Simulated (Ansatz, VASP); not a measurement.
**One calculation of InAsS4, two programs**

```
In As S
1.0
     3.73269    0.00000    0.00000
     0.00000    3.73269    0.00000
     0.00000    0.00000   10.30013
In As S
1 1 4
Direct
  0.00000 0.00000 0.00000
  0.50000 0.50000 0.50000
  0.00000 0.00000 0.60063
  0.50000 0.50000 0.10668
  0.50000 0.50000 0.89332
  0.00000 0.00000 0.39937
```

Change from the starting cell: species swapped into the CeDyC4 type (P4/mmm, No. 123).

Alike in both runs: functional PBE; k mesh 10 × 10 × 4; occupations gaussian, width 0.1 eV; no spin polarisation.

Ansatz relaxed the structure, and its values are those at the end. VASP's run is a single point on that final structure, the one shown.

|  | VASP | Ansatz |
| --- | --- | --- |
| version | VASP 6.6.1 | Ansatz 0.2.0 |
| potentials or method | VASP PAW PBE potentials, release 64 (In_d, As, S), cutoff 520 eV | scalar-relativistic, plane waves, PAW |
| valence electrons in the cell | 42 | 52 |

Ansatz gave:

```
gap on the k mesh at the Fermi level (eV) : none
pressure (GPa)                            : 0.0
rms of the force components (eV/Å)        : 0.002
```

Estimate VASP's values.

gap on the k mesh at the Fermi level (eV): none; pressure (GPa): -0.2; rms of the force components (eV/Å): 0.052.

A gap of «none» marks a metal or a gap that the smearing closes. The functional is the same, so the differences come from potentials, cutoffs and numerics. VASP's potentials hold 42 valence electrons a cell and Ansatz's 52, so a difference there can come from the potentials and not from the codes.
